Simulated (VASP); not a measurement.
Set up this calculation in VASP 6.6.1, as the native input.

```
Task                   : single point
Functional             : PBEsol
Potentials or basis    : VASP PAW PBE potentials, release 64 (Mo_sv)
Cutoff                 : 520 eV
k mesh                 : 11 × 5 × 1
Occupations            : gaussian, width 0.1 eV
Spin                   : no spin polarisation
Dipole correction      : yes
Further INCAR settings : LREAL = Auto; ALGO = Fast; EDIFF = 1e-07; NBANDS = 126
```

The structure of Mo lies in POSCAR:

```
Mo
1.0
    3.1293068543      0.0000000000      0.0000000000
    0.0000000000      6.9973428486      0.0000000000
    0.0000000000      0.0000000000     25.4960142730
Mo
16
Direct
    0.5000000000      0.7000000000      0.2941636257
    0.0000000000      0.4000000000      0.3216084756
    0.5000000000      0.1000000000      0.3490533255
    0.0000000000      0.8000000000      0.3764981754
    0.5000000000      0.5000000000      0.4039430253
    0.0000000000      0.2000000000      0.4313878752
    0.5000000000      0.9000000000      0.4588327251
    0.0000000000      0.6000000000      0.4862775750
    0.5000000000      0.3000000000      0.5137224250
    0.0000000000      0.0000000000      0.5411672749
    0.5000000000      0.7000000000      0.5686121248
    0.0000000000      0.4000000000      0.5960569747
    0.5000000000      0.1000000000      0.6235018246
    0.0000000000      0.8000000000      0.6509466745
    0.5000000000      0.5000000000      0.6783915244
    0.0000000000      0.2000000000      0.7058363743
```

These files were run (other wordings do the same):

INCAR

```
SYSTEM = Mo
ALGO     = Fast           ! electronic algorithm
DIPOL    = 0.5 0.5 0.500
EDIFF    = 1E-7           ! SCF threshold, eV
ENCUT    = 520            ! plane-wave cutoff, eV
GGA      = PS             ! functional
IDIPOL   = 3            
ISIF     = 2              ! what is computed and relaxed
ISMEAR   = 0              ! smearing method
LASPH    = .TRUE.         ! aspherical terms in the spheres
LCHARG   = .FALSE.        ! write CHGCAR
LDIPOL   = .TRUE.       
LREAL    = Auto         
LWAVE    = .FALSE.        ! write WAVECAR
NBANDS   = 126            ! bands
NELM     = 60             ! most SCF steps
PREC     = Accurate       ! precision mode
SIGMA    = 0.1            ! smearing width, eV
```

KPOINTS

```
k-points
0
G
  11 5 1
  0 0 0
```

Potentials or basis: VASP PAW PBE potentials, release 64 (Mo_sv).

Launch:

```bash
$ cat potpaw_PBE.64/Mo_sv/POTCAR > POTCAR
$ mpirun -np 1 vasp_std > vasp.out
```

Results of the run:

| Quantity | Value |
| --- | --- |
| Largest force | 2.105 eV/Å |
| Band gap on the k mesh | zero (bands 112 and 113 overlap by 0.56 eV) |

Caveat: the PAW data sets were made with another functional, which shifts forces and pressure a little.

It took 79 min on 1 thread of Oxide Virtual Turin-like Processor (shared host), peak memory 0.98 GiB.
